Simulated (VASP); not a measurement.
# RbBr in VASP: notebook

The runs below take RbBr through single point, with PBE.

All numbers are computed with VASP 6.6.1; they aren't measurements. Logs are shortened: lines on timing, memory, paths and dates and some standing lists are left out, and cuts for length are marked.

**1. The cell of the first run**

The structure is monoclinic, space group P2_1/m (No. 11). The conventional cell has a = 4.962 Å, b = 4.999 Å, c = 7.029 Å, α = 90.00°, β = 90.64°, γ = 90.00°. Rb (site symmetry m) has 6 Br at 3.51 to 3.53 Å within 4.6 Å. Within 4.6 Å of Br (site symmetry m) lie 6 Rb at 3.51 to 3.53 Å.

**2. Single point, PBE**

Input file INCAR:

```
SYSTEM = RbBr
PREC     = Accurate       ! precision mode
ENCUT    = 520            ! plane-wave cutoff, eV
EDIFF    = 1E-6           ! SCF threshold, eV
ISMEAR   = 0              ! smearing method
SIGMA    = 0.1            ! smearing width, eV
LREAL    = .False.        ! projectors in reciprocal space
LASPH    = .True.         ! aspherical terms in the spheres
NELM     = 60             ! most SCF steps
ALGO     = Normal         ! electronic algorithm
ISIF     = 2              ! what is computed and relaxed
LWAVE    = .False.        ! write WAVECAR
LCHARG   = .False.        ! write CHGCAR
GGA      = PE             ! functional
NBANDS   = 24             ! bands
```

Input file KPOINTS:

```
regular mesh
0
Gamma
  4 4 4
  0 0 0
```

Input file POSCAR:

```
RbBr
1.0
    4.9583355308      0.0000000000      0.1954249273
    0.0000000000      4.9986247806      0.0000000000
   -0.1988018658      0.0000000000      7.0266041549
Rb Br
2 2
Direct
    0.2543395796      0.2500000000      0.2496313432
    0.7456604204      0.7500000000      0.7503686568
    0.2473956511      0.2500000000      0.7498409305
    0.7526043489      0.7500000000      0.2501590695
```

Potentials or basis: VASP PAW PBE potentials, release 64 (Rb_sv, Br).

The run is started by

```bash
$ cat potpaw_PBE.64/Rb_sv/POTCAR potpaw_PBE.64/Br/POTCAR > POTCAR
$ mpirun -np 1 vasp_std > vasp.out
```

OUTCAR:

```text
SYSTEM = RbBr
   PREC = Accurate
   ENCUT = 520
   EDIFF = 1E-6
   ISMEAR = 0
   LREAL = .False.
   LASPH = .True.
   NELM = 60
   ISIF = 2
   GGA = PE

 ion  position               nearest neighbor table
   1  0.254  0.250  0.250-   3 3.51   4 3.52   4 3.52   3 3.52   4 3.53   4 3.53   2 4.93   2 4.93
                             2 4.98   2 4.98   2 4.98   2 4.98   2 5.01   2 5.01
   2  0.746  0.750  0.750-   4 3.51   3 3.52   3 3.52   4 3.52   3 3.53   3 3.53   1 4.93   1 4.93
                             1 4.98   1 4.98   1 4.98   1 4.98   1 5.01   1 5.01
   3  0.247  0.250  0.750-   1 3.51   2 3.52   2 3.52   1 3.52   2 3.53   2 3.53
   4  0.753  0.750  0.250-   2 3.51   1 3.52   1 3.52   2 3.52   1 3.53   1 3.53

  LATTYP: Found a simple monoclinic cell.
 ALAT       =     4.9621852180
 B/A-ratio  =     1.0073434507
 C/A-ratio  =     1.4165968435
 COS(beta)  =    -0.0111076036

  Lattice vectors:

 A1 = (   4.9583355308,   0.0000000000,   0.1954249273)
 A2 = (   0.0000000000,  -4.9986247806,   0.0000000000)
 A3 = (   0.1988018658,   0.0000000000,  -7.0266041549)

Analysis of symmetry for initial positions (statically):
=====================================================================
 Subroutine PRICEL returns:
 Original cell was already a primitive cell.

 Routine SETGRP: Setting up the symmetry group for a
 simple monoclinic supercell.

 Subroutine GETGRP returns: Found  4 space group operations
 (whereof  2 operations were pure point group operations)
 out of a pool of  4 trial point group operations.

The static configuration has the point symmetry S_2 .
 The point group associated with its full space group is C_2h.

Analysis of symmetry for dynamics (positions and initial velocities):
=====================================================================
 Subroutine PRICEL returns:
 Original cell was already a primitive cell.

 Routine SETGRP: Setting up the symmetry group for a
 simple monoclinic supercell.

 Subroutine GETGRP returns: Found  4 space group operations
 (whereof  2 operations were pure point group operations)
 out of a pool of  4 trial point group operations.

The dynamic configuration has the point symmetry S_2 .
 The point group associated with its full space group is C_2h.

 Subroutine INISYM returns: Found  4 space group operations
 (whereof  2 operations are pure point group operations),
 and found     1 'primitive' translations

----------------------------------------------------------------------------------------

                                     Primitive cell

  volume of cell :     174.3476

  direct lattice vectors                    reciprocal lattice vectors
     4.958335531  0.000000000  0.195424927     0.201455937  0.000000000  0.005699740
     0.000000000  4.998624781  0.000000000     0.000000000  0.200055024  0.000000000
    -0.198801866  0.000000000  7.026604155    -0.005602922  0.000000000  0.142157735

  length of vectors
     4.962185218  4.998624781  7.029415917     0.201536551  0.200055024  0.142268107

  position of ions in fractional coordinates (direct lattice)
     0.254339580  0.250000000  0.249631343
     0.745660420  0.750000000  0.750368657
     0.247395651  0.250000000  0.749840930
     0.752604349  0.750000000  0.250159070

  ion indices of the primitive-cell ions
   primitive index   ion index
                 1           1
                 2           2
                 3           3
                 4           4

----------------------------------------------------------------------------------------

 KPOINTS: regular mesh

Automatic generation of k-mesh.
 Grid dimensions read from file:
 generate k-points for:    4    4    4

 Generating k-lattice:

  Cartesian coordinates                     Fractional coordinates (reciprocal lattice)
     0.050363984  0.000000000  0.001424935     0.250000000  0.000000000  0.000000000
     0.000000000  0.050013756  0.000000000     0.000000000  0.250000000  0.000000000
    -0.001400730  0.000000000  0.035539434     0.000000000  0.000000000  0.250000000

  Length of vectors
     0.050384138  0.050013756  0.035567027

  Shift w.r.t. Gamma in fractional coordinates (k-lattice)
     0.000000000  0.000000000  0.000000000

 Subroutine IBZKPT returns following result:
 ===========================================

 Found     30 irreducible k-points:

 Following reciprocal coordinates:
            Coordinates               Weight
  0.000000  0.000000  0.000000      1.000000
  0.250000  0.000000 -0.000000      2.000000
  0.500000  0.000000 -0.000000      1.000000
  0.000000  0.250000  0.000000      2.000000
  0.250000  0.250000 -0.000000      4.000000
  0.500000  0.250000 -0.000000      2.000000
[... 16 lines left out ...]
  0.250000  0.000000  0.500000      2.000000
  0.500000  0.000000  0.500000      1.000000
 [... further k-points ...]
   k-points           NKPTS =     30   k-points in BZ     NKDIM =     30   number of bands    NBANDS=     24
[... 74 lines left out ...]
  band No.  band energies     occupation
      1     -26.6257      2.00000
      2     -26.6178      2.00000
      3     -14.1424      2.00000
      4     -14.0982      2.00000
      5     -10.8281      2.00000
      6     -10.7489      2.00000
[... 16 lines left out ...]
     23       6.0421      0.00000
     24       6.0519      0.00000

 k-point     2 :       0.2500    0.0000   -0.0000
  band No.  band energies     occupation
      1     -26.6234      2.00000
      2     -26.6179      2.00000
      3     -14.1499      2.00000
      4     -14.1186      2.00000
      5     -10.8052      2.00000
      6     -10.7315      2.00000
[... 16 lines left out ...]
     23       5.9076      0.00000
     24       6.4187      0.00000

 k-point     3 :       0.5000    0.0000   -0.0000
  band No.  band energies     occupation
      1     -26.6198      2.00000
      2     -26.6194      2.00000
      3     -14.1497      2.00000
      4     -14.1467      2.00000
      5     -10.7576      2.00000
      6     -10.7516      2.00000
[... 16 lines left out ...]
     23       6.5184      0.00000
     24       6.5273      0.00000

 k-point     4 :       0.0000    0.2500    0.0000
  band No.  band energies     occupation
      1     -26.6235      2.00000
      2     -26.6180      2.00000
      3     -14.1507      2.00000
      4     -14.1196      2.00000
      5     -10.8054      2.00000
      6     -10.7313      2.00000
[... 16 lines left out ...]
     23       5.9025      0.00000
     24       6.4116      0.00000

 k-point     5 :       0.2500    0.2500   -0.0000
  band No.  band energies     occupation
      1     -26.6217      2.00000
      2     -26.6178      2.00000
      3     -14.1406      2.00000
      4     -14.1180      2.00000
      5     -10.7909      2.00000
      6     -10.7852      2.00000
[... 16 lines left out ...]
     23       6.4656      0.00000
     24       6.5302      0.00000

 k-point     6 :       0.5000    0.2500   -0.0000
  band No.  band energies     occupation
      1     -26.6189      2.00000
      2     -26.6186      2.00000
      3     -14.1247      2.00000
      4     -14.1226      2.00000
      5     -10.7699      2.00000
      6     -10.7684      2.00000
[... 16 lines left out ...]
     23       7.2557      0.00000
     24       7.2887      0.00000
[... 379 lines left out ...]
 k-point    21 :      -0.2500    0.5000    0.2500
  band No.  band energies     occupation
      1     -26.6188      2.00000
      2     -26.6188      2.00000
      3     -14.1347      2.00000
      4     -14.1347      2.00000
      5     -10.7615      2.00000
      6     -10.7615      2.00000
[... 16 lines left out ...]
     23       6.9532      0.00000
     24       6.9532      0.00000

 k-point    22 :       0.0000    0.0000    0.5000
  band No.  band energies     occupation
      1     -26.6217      2.00000
      2     -26.6216      2.00000
      3     -14.1413      2.00000
      4     -14.1409      2.00000
      5     -10.7226      2.00000
      6     -10.7223      2.00000
[... 16 lines left out ...]
     23       6.5298      0.00000
     24       6.5395      0.00000

 k-point    23 :       0.2500    0.0000    0.5000
  band No.  band energies     occupation
      1     -26.6207      2.00000
      2     -26.6205      2.00000
      3     -14.1560      2.00000
      4     -14.1534      2.00000
      5     -10.7130      2.00000
      6     -10.7122      2.00000
[... 16 lines left out ...]
     23       6.7571      0.00000
     24       6.7933      0.00000

 k-point    24 :       0.5000    0.0000    0.5000
  band No.  band energies     occupation
      1     -26.6197      2.00000
      2     -26.6193      2.00000
      3     -14.1700      2.00000
      4     -14.1664      2.00000
      5     -10.7038      2.00000
      6     -10.7035      2.00000
[... 16 lines left out ...]
     23       7.2299      0.00000
     24       7.2397      0.00000

 [... further k-points ...]

------------------------ aborting loop because EDIFF is reached ----------------------------------------

  FORCE on cell =-STRESS in cart. coord.  units (eV):
  Direction    XX          YY          ZZ          XY          YZ          ZX
  --------------------------------------------------------------------------------------
  -------------------------------------------------------------------------------------
  Total       -0.0730535     -0.1407170     -0.0667313      0.0000000      0.0000000     -0.0502248
  in kB       -0.6713294     -1.2931272     -0.6132315      0.0000000      0.0000000     -0.4615437
  external PRESSURE =      -0.8592294 kB  Pullay stress =       0.0000000 kB

 VOLUME and BASIS-vectors are now :
 -----------------------------------------------------------------------------
  energy-cutoff  :      520.00
  volume of cell :      174.35
      direct lattice vectors                 reciprocal lattice vectors
     4.958335531  0.000000000  0.195424927     0.201455937  0.000000000  0.005699740
     0.000000000  4.998624781  0.000000000     0.000000000  0.200055024  0.000000000
    -0.198801866  0.000000000  7.026604155    -0.005602922  0.000000000  0.142157735

 POSITION                                       TOTAL-FORCE (eV/Angst)
 -----------------------------------------------------------------------------------
      1.21147      1.24966      1.80376        -0.013476      0.000000      0.002999
      3.54806      3.74897      5.41826         0.013476      0.000000     -0.002999
      1.07760      1.24966      5.31718        -0.002094      0.000000      0.000655
      3.68193      3.74897      1.90485         0.002094      0.000000     -0.000655
 -----------------------------------------------------------------------------------
    total drift:                                0.000000      0.000000      0.000000

  FREE ENERGIE OF THE ION-ELECTRON SYSTEM (eV)
  ---------------------------------------------------
  free  energy   TOTEN  =       -12.2300728362 eV

  energy  without entropy=      -12.2300728361  energy(sigma->0) =      -12.23007284
```

Run time: 80 s. Hardware: 1 thread of Intel Xeon 6975P-C (Granite Rapids), shared host; peak memory 0.33 GiB.

Results:

| Property | Result |
| --- | --- |
| Free energy | -12.2301 eV |
| Pressure | -0.1 GPa |
| Largest force | 0.014 eV/Å |
| Band gap on the k mesh | 4.16 eV |

Forces on the atoms (eV/Å):
```
Rb  -0.013  0.000  0.003
Rb   0.013  0.000 -0.003
Br  -0.002  0.000  0.001
Br   0.002  0.000 -0.001
```

**3. Single point, PBE**

This run uses another cell than the first one: it holds 8 atoms, not 4.

Input file INCAR:

```
SYSTEM = RbBr
ALGO = Normal
EDIFF = 1E-6
ENCUT = 520
GGA = PE
ISIF = 2
ISMEAR = 0
LASPH = .True.
LCHARG = .False.
LREAL = .False.
LWAVE = .False.
NBANDS = 42
NELM = 60
PREC = Accurate
SIGMA = 0.1
```

Input file KPOINTS:

```
k-points
0
Gamma
  4 2 2
  0 0 0
```

Input file POSCAR:

```
RbBr
1.0
   -4.9564603666      0.0000000000     -0.0205532000
    0.0488760832      0.0000000000     -7.0148124935
    0.0000000000     -9.9319750066      0.0000000000
Rb Br
4 4
Direct
    0.2494200215      0.7502567827      0.6250000000
    0.2494200215      0.7502567827      0.1250000000
    0.7505799785      0.2497432173      0.8750000000
    0.7505799785      0.2497432173      0.3750000000
    0.2503881699      0.2502609852      0.6250000000
    0.2503881699      0.2502609852      0.1250000000
    0.7496118301      0.7497390148      0.8750000000
    0.7496118301      0.7497390148      0.3750000000
```

Potentials or basis: VASP PAW PBE potentials, release 64 (Rb_sv, Br).

The run is started by

```bash
$ cat potpaw_PBE.64/Rb_sv/POTCAR potpaw_PBE.64/Br/POTCAR > POTCAR
$ mpirun -np 1 vasp_std > vasp.out
```

It took 2.2 min on 1 thread of Intel Xeon 6975P-C (Granite Rapids), shared host; peak memory 0.48 GiB.

Results (log left out):

| Quantity | Value |
| --- | --- |
| Free energy | -24.4471 eV |
| Pressure | 0.1 GPa |
| Band gap on the k mesh | 4.19 eV |

Forces on the atoms (eV/Å):
```
Rb  -0.002  0.000  0.002
Rb  -0.002  0.000  0.002
Rb   0.002  0.000 -0.002
Rb   0.002  0.000 -0.002
Br   0.000  0.000  0.002
Br   0.000  0.000  0.002
Br   0.000  0.000 -0.002
Br   0.000  0.000 -0.002
```

Stress tensor (GPa, compression positive):
```
0.03 0.00 0.01
0.00 0.02 0.00
0.01 0.00 0.13
```

Levels at points of the mesh, in eV from the valence-band top:
```
           k point  band 30  band 31  band 32  band 33  band 34  band 35
(0.00, 0.00, 0.00)     0.00     0.00     0.00     4.19     5.67     6.48
(0.50, 0.00, 0.00)    -0.16    -0.16    -0.16     5.67     5.67     6.49
(0.00, 0.50, 0.00)    -0.10    -0.09    -0.09     5.48     5.48     6.27
(0.50, 0.50, 0.00)    -0.30    -0.30    -0.30     6.63     6.63     6.99
(0.00, 0.00, 0.50)    -0.13    -0.07    -0.07     5.01     5.01     6.32
(0.50, 0.00, 0.50)    -0.20    -0.19    -0.19     6.17     6.17     6.17
(0.00, 0.50, 0.50)    -0.20    -0.20    -0.20     6.10     6.10     6.10
(0.50, 0.50, 0.50)    -0.29    -0.29    -0.29     6.82     6.82     6.83
```

Caveat: the k points lie up to 0.45 Å⁻¹ apart.

**4. Single point, PBE**

This run uses another cell than the first one: it holds 8 atoms, not 4.

Input file INCAR:

```
SYSTEM = RbBr
ALGO = Normal
EDIFF = 1E-7
ENCUT = 520
GGA = PE
ISIF = 2
ISMEAR = 0
LASPH = .TRUE.
LCHARG = .FALSE.
LREAL = .FALSE.
LWAVE = .FALSE.
NBANDS = 42
NELM = 100
PREC = Accurate
SIGMA = 0.1
```

Input file KPOINTS:

```
k-points
0
G
  4 2 2
  0 0 0
```

Input file POSCAR:

```
RbBr
1.0
   -4.9757307820     -0.0223370765     -0.0235355896
    0.0445967279     -0.0209268792     -7.0342931855
   -0.0443551471     -9.9031798386     -0.0313700270
Rb Br
4 4
Direct
    0.2515625182      0.7493479745      0.6241924340
    0.2493017110      0.7493049540      0.1235542010
    0.7459793542      0.2502803948      0.8751507174
    0.7495684775      0.2509481029      0.3755923709
    0.2510893301      0.2507111642      0.6266862874
    0.2487749924      0.2495668725      0.1264446293
    0.7516172900      0.7490590902      0.8745037436
    0.7521063266      0.7507814469      0.3738756164
```

The run is started by

```bash
$ cat potpaw_PBE.64/Rb_sv/POTCAR potpaw_PBE.64/Br/POTCAR > POTCAR
$ mpirun -np 1 vasp_std > vasp.out
```

Run time: 2 min. Hardware: 1 thread of Intel Xeon 6975P-C (Granite Rapids), shared host; peak memory 0.49 GiB.

Results (log left out):

```
Free energy            : -24.4457 eV
Pressure               : 0.0 GPa
Largest force          : 0.024 eV/Å
Band gap on the k mesh : 4.17 eV
```

Forces in eV/Å, atoms in the order of the input:
```
Rb   0.001  0.000 -0.010
Rb  -0.009 -0.010 -0.005
Rb  -0.019 -0.012  0.008
Rb  -0.002 -0.002  0.005
Br   0.013  0.014  0.008
Br   0.001  0.012 -0.001
Br   0.007  0.006 -0.008
Br   0.009 -0.008  0.003
```

Stress tensor (GPa, compression positive):
```
-0.02 -0.10  0.01
-0.10  0.02 -0.03
 0.01 -0.03  0.05
```

Levels at points of the mesh, in eV from the valence-band top:
```
           k point  band 30  band 31  band 32  band 33  band 34  band 35
(0.00, 0.00, 0.00)    -0.01    -0.01     0.00     4.17     5.67     6.47
(0.50, 0.00, 0.00)    -0.16    -0.16    -0.15     5.66     5.67     6.46
(0.00, 0.50, 0.00)    -0.10    -0.09    -0.09     5.46     5.47     6.26
(0.50, 0.50, 0.00)    -0.30    -0.29    -0.29     6.61     6.61     6.97
(0.00, 0.00, 0.50)    -0.14    -0.08    -0.07     5.00     5.00     6.32
(0.50, 0.00, 0.50)    -0.20    -0.20    -0.19     6.16     6.17     6.17
(0.00, 0.50, 0.50)    -0.21    -0.21    -0.20     6.07     6.08     6.09
(0.50, 0.50, 0.50)    -0.29    -0.29    -0.28     6.80     6.81     6.81
```

Caveat: the k points lie up to 0.45 Å⁻¹ apart.

**5. Single point, PBE**

This run uses another cell than the first one, of 43.17 Å³/atom.

Input file INCAR:

```
SYSTEM = RbBr
  ALGO = Normal
  EDIFF = 1E-6
  ENCUT = 520
  GGA = PE
  ISIF = 2
  ISMEAR = 0
  LASPH = .TRUE.
  LCHARG = .FALSE.
  LREAL = .FALSE.
  LWAVE = .FALSE.
  NBANDS = 24
  NELM = 100
  PREC = Accurate
  SIGMA = 0.02
```

Input file KPOINTS:

```
k-points
0
G
  6 6 4
  0 0 0
```

Input file POSCAR:

```
RbBr
1.0
    4.9564603666      0.0000000000      0.0205532000
    0.0000000000      4.9659875033      0.0000000000
   -0.0488760832      0.0000000000      7.0148124935
Rb Br
2 2
Direct
    0.7505799785      0.7500000000      0.2497432173
    0.2494200215      0.2500000000      0.7502567827
    0.7496118301      0.7500000000      0.7497390148
    0.2503881699      0.2500000000      0.2502609852
```

The run is started by

```bash
$ cat potpaw_PBE.64/Rb_sv/POTCAR potpaw_PBE.64/Br/POTCAR > POTCAR
$ mpirun -np 1 vasp_std > vasp.out
```

It took 1.9 min on 1 thread of Intel Xeon 6975P-C (Granite Rapids), shared host; peak memory 0.4 GiB.

It converged, with:

```
Free energy            : -12.2311 eV
Pressure               : 0.0 GPa
Band gap on the k mesh : 4.19 eV
```

Forces in eV/Å, atoms in the order of the input:
```
Rb  -0.002  0.000  0.002
Rb   0.002  0.000 -0.002
Br   0.000  0.000  0.002
Br   0.000  0.000 -0.002
```

Levels at points of the mesh, in eV from the valence-band top:
```
           k point  band 14  band 15  band 16  band 17  band 18  band 19
(0.00, 0.00, 0.00)     0.00     0.00     0.00     4.19     5.67     6.86
(0.50, 0.00, 0.00)    -0.29    -0.24    -0.23     6.49     6.49     7.08
(0.00, 0.50, 0.00)    -0.29    -0.23    -0.23     6.49     6.49     7.08
(0.50, 0.50, 0.00)    -0.16    -0.15    -0.15     5.67     5.67     6.86
(0.00, 0.00, 0.50)    -0.10    -0.09    -0.09     5.48     5.48     6.27
(0.50, 0.00, 0.50)    -0.30    -0.30    -0.30     6.63     6.63     7.46
(0.00, 0.50, 0.50)    -0.30    -0.30    -0.30     6.63     6.63     7.46
(0.50, 0.50, 0.50)    -0.33    -0.33    -0.33     7.00     7.00     7.01
```

**6. The runs side by side**

```tsv
cell	k mesh	smearing	gap on the mesh (eV)	pressure (GPa)	largest force (eV/Å)
a = 4.962, b = 4.999, c = 7.029 Å, angles 90.0, 89.4, 90.0°, 4 atoms, atomic positions A	4 × 4 × 4	gaussian 0.1 eV	4.16	-0.1	0.01
a = 4.957, b = 7.015, c = 9.932 Å, angles 90.0, 90.0, 90.2°, 8 atoms, atomic positions B	4 × 2 × 2	gaussian 0.1 eV	4.19	0.1	-
a = 4.976, b = 7.034, c = 9.903 Å, angles 89.6, 89.5, 90.1°, 8 atoms, atomic positions C	4 × 2 × 2	gaussian 0.1 eV	4.17	0.0	0.02
a = 4.957, b = 4.966, c = 7.015 Å, angles 90.0, 90.2, 90.0°, 4 atoms, atomic positions D	6 × 6 × 4	gaussian 0.02 eV	4.19	0.0	-
```

Alike in all rows: task single point; level PBE; potentials or basis VASP PAW PBE potentials, release 64 (Rb_sv, Br); no spin polarisation; cutoff (eV) 520.

Caveats: some runs use coarse meshes.

Absolute energies hang on the potentials; compare differences alone.
